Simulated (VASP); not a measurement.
Wanted: the native input for a VASP 6.6.1 run.

| Property | Result |
| --- | --- |
| Task | single point |
| Functional | PBE |
| Potentials or basis | VASP PAW PBE potentials, release 64 (Ba_sv, F, Li_sv) |
| Cutoff | 520 eV |
| k mesh | 1 × 1 × 1 |
| Occupations | fermi-dirac, width 0.1181 eV |
| Spin | no spin polarisation |
| Dipole correction | no |
| Further INCAR settings | LREAL = Auto; ALGO = Normal; EDIFF = 1e-06; NBANDS = 61; ISYM = 0 |

The structure of BaLi7F9 lies in POSCAR:

```
BaLi7F9
1.0
    5.6029570000      0.0278370000     -0.0374620000
    0.0278370000      5.7534950000     -0.0718080000
   -0.0374620000     -0.0718080000      5.5402340000
Ba F Li
1 9 7
Direct
    0.7750389676      0.9258972154      0.8041271067
    0.6365149036      0.6790683828      0.4388676839
    0.9478542673      0.4322738761      0.6302362389
    0.1869012292      0.6406439285      0.2047182579
    0.7189581806      0.5421929970      1.0100314185
    0.3412684442      0.7469366565      0.7418422445
    0.3823338274      0.1752028944      0.3335144254
    0.4321917148      0.2875331324      0.7756567584
    0.0283633427      0.2563105825      1.0541750940
   -0.0333978505     -0.0488539525      0.4192336903
    0.0655030867      0.2435710720      0.3732920357
    0.9012887849      0.5897523148      0.2927831234
    0.6406007029      0.4781128694      0.6455186753
    0.4906242415      0.4133688978      0.1532613892
    0.2231285057      0.4953219355      0.8857161841
    0.2612534780      1.0388747723      0.0166878506
    0.3392328586      0.7801482109      0.4320139229
```

One way to write it, as run:

INCAR

```
SYSTEM = BaLi7F9
  ALGO = Normal
  EDIFF = 1E-6
  ENCUT = 520
  GGA = PE
  ISIF = 2
  ISMEAR = -1
  ISYM = 0
  LASPH = .True.
  LCHARG = .True.
  LELF = .True.
  LREAL = Auto
  LVHAR = .True.
  LWAVE = .False.
  NBANDS = 61
  NELM = 80
  PREC = Accurate
  SIGMA = 0.1181
```

KPOINTS

```
k-points
0
Gamma
  1 1 1
  0 0 0
```

Potentials or basis: VASP PAW PBE potentials, release 64 (Ba_sv, F, Li_sv).

Run with:

```bash
$ cat potpaw_PBE.64/Ba_sv/POTCAR potpaw_PBE.64/F/POTCAR potpaw_PBE.64/Li_sv/POTCAR > POTCAR
$ mpirun -np 1 vasp_gam > vasp.out
```

Results of the run:

The largest force is 1.890 eV/Å and the band gap on the k mesh is 6.37 eV.

Caveat: the k points lie up to 1.13 Å⁻¹ apart; spin-orbit coupling is left out, which moves the levels of the heavy elements.

Wall time 15 s on 1 thread of Intel(R) Xeon(R) 6975P-C (Granite Rapids), on a shared host, peak memory 0.26 GiB.
